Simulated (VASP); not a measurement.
Write the native input for VASP 6.6.1 that does the following.

| Item | Value |
| --- | --- |
| Task | single point |
| Functional | r2SCAN |
| Potentials or basis | VASP PAW PBE potentials, release 64 (Sn_d, O) |
| Cutoff | 520 eV |
| k mesh | 6 × 6 × 8 |
| Occupations | gaussian, width 0.02 eV |
| Spin | no spin polarisation |
| Dipole correction | no |
| Further INCAR settings | ALGO = Normal; EDIFF = 1e-07; NBANDS = 35 |

SnO2:

```xyz
6
Lattice="4.7599 0.0000 0.0000 0.0000 4.7599 0.0000 0.0000 0.0000 3.1367" Properties=species:S:1:pos:R:3 pbc="T T T"
Sn    2.3800    2.3800    1.5683
Sn    0.0000    0.0000    0.0000
O     1.4515    1.4515    0.0000
O     3.8315    0.9284    1.5683
O     0.9284    3.8315    1.5683
O     3.3084    3.3084    0.0000
```

The input as run:

POSCAR

```
SnO2
1.0
    4.7599378643      0.0000000000      0.0000000000
    0.0000000000      4.7599378643      0.0000000000
    0.0000000000      0.0000000000      3.1366965436
Sn O
2 4
Direct
    0.5000000000      0.5000000000      0.5000000000
    0.0000000000      0.0000000000      0.0000000000
    0.3049465894      0.3049465894      0.0000000000
    0.8049465894      0.1950534106      0.5000000000
    0.1950534106      0.8049465894      0.5000000000
    0.6950534106      0.6950534106      0.0000000000
```

INCAR.step1

```
SYSTEM = SnO2
PREC = Accurate
ENCUT = 520
ISMEAR = 0
SIGMA = 0.02
LREAL = .FALSE.
LASPH = .TRUE.
NELM = 100
NBANDS = 35
GGA = PE
ALGO = Normal
EDIFF = 1E-4
LWAVE = .TRUE.
LCHARG = .FALSE.
```

INCAR.step2

```
SYSTEM = SnO2
PREC = Accurate
ENCUT = 520
EDIFF = 1E-7
ISMEAR = 0
SIGMA = 0.02
LREAL = .FALSE.
LASPH = .TRUE.
NELM = 100
ALGO = Normal
ISIF = 2
LWAVE = .FALSE.
LCHARG = .FALSE.
METAGGA = R2SCAN
LMIXTAU = .TRUE.
NBANDS = 35
ISTART = 1
```

KPOINTS

```
regular mesh
0
G
  6 6 8
  0 0 0
```

Potentials or basis: VASP PAW PBE potentials, release 64 (Sn_d, O).

Launch:

```bash
$ cat potpaw_PBE.64/Sn_d/POTCAR potpaw_PBE.64/O/POTCAR > POTCAR
$ cp INCAR.step1 INCAR
$ mpirun -np 1 vasp_std > vasp.out
$ cp INCAR.step2 INCAR
$ mpirun -np 1 vasp_std > vasp.out
```

It gave:

```
Pressure               : 6.5 GPa
Largest force          : 0.038 eV/Å
Band gap on the k mesh : 2.08 eV, direct
```

Caveat: the PAW data sets were made with another functional, which shifts forces and pressure a little; spin-orbit coupling is left out, which moves the levels of the heavy elements.

Wall time 4.6 min on 1 thread of Intel Xeon 6975P-C, on a shared host, peak memory 0.24 GiB.
